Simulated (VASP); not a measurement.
Set up this calculation in VASP 6.6.1, as the native input.

| Item | Value |
| --- | --- |
| Task | single point |
| Functional | PBE |
| Potentials or basis | VASP PAW PBE potentials, release 64 (B, N) |
| Cutoff | 520 eV |
| k mesh | 12 × 12 × 6 |
| Occupations | gaussian, width 0.05 eV |
| Spin | no spin polarisation |
| Dipole correction | no |
| Further INCAR settings | ALGO = Normal; EDIFF = 1e-06; NBANDS = 16 |

The structure of BN lies in POSCAR:

```
BN
1.0
    2.4517820176      0.0000000000      0.0000000000
   -1.2258910088      2.1233055118      0.0000000000
    0.0000000000      0.0000000000      3.8887066000
B N
2 2
Direct
    0.6666666667      0.3333333333      0.9997240000
    0.3333333333      0.6666666667      0.4997240000
    0.6666666667      0.3333333333      0.6252760000
    0.3333333333      0.6666666667      0.1252760000
```

This cell differs from its parent crystal: strain -0.040 along x and y, -0.080 along z.

The input as run:

INCAR

```
PREC = Accurate
ENCUT = 520
EDIFF = 1E-6
ISMEAR = 0
SIGMA = 0.05
LREAL = F
LASPH = T
NELM = 60
ALGO = Normal
ISIF = 2
LWAVE = F
LCHARG = F
GGA = PE
NBANDS = 16
```

KPOINTS

```
Automatic mesh
0
Gamma
  12 12 6
```

Potentials or basis: VASP PAW PBE potentials, release 64 (B, N).

Command:

```bash
$ cat potpaw_PBE.64/B/POTCAR potpaw_PBE.64/N/POTCAR > POTCAR
$ mpirun -np 1 vasp_std > vasp.out
```

It gave:

```
Pressure               : 85.2 GPa
Largest force          : 0.447 eV/Å
Band gap on the k mesh : 5.05 eV, indirect (least direct gap 8.57 eV)
```

Caveat: the cell differs from its parent crystal (strain -0.040 along x and y, -0.080 along z).

Wall time 20 s on 1 thread of Intel Xeon 6975P-C, on a shared host, peak memory 0.14 GiB.
